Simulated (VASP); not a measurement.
Here is a VASP 6.6.1 calculation.

INCAR

```
ALGO = Normal
EDIFF = 1E-7
ENCUT = 520
GGA = RE
ISIF = 2
ISMEAR = -1
LASPH = True
LCHARG = True
LELF = True
LREAL = False
LVHAR = True
LWAVE = False
NBANDS = 20
NELM = 60
PREC = Accurate
SIGMA = 0.1
```

KPOINTS

```
k-points
0
Gamma
  16 16 9
```

Contents of POSCAR:

```
Mn
1.0
   -1.3788793235      1.6775134591      1.2299342394
    1.6775134591     -1.3788793235      1.2299342394
    2.8108364286      2.8108364286     -0.6829852731
Mn
2
Direct
    0.0416895037      0.9583104963      0.0000000000
    0.7083104963      0.2916895037      0.5000000000
```

Potentials or basis: VASP PAW PBE potentials, release 64 (Mn_pv).

Run with:

```sh
$ cat potpaw_PBE.64/Mn_pv/POTCAR > POTCAR
$ mpirun -np 1 vasp_std > vasp.out
```

Estimate the band gap on the k mesh.

zero (bands 13 and 14 overlap by 1.92 eV).

Predict the pressure.

0.0 GPa.

Caveat: the PAW data sets were made with another functional, which shifts forces and pressure a little; the run has no spin polarisation, though such a crystal can be magnetic. Spin polarisation is off, so any magnetic state and its effect on volume and gap are missing.
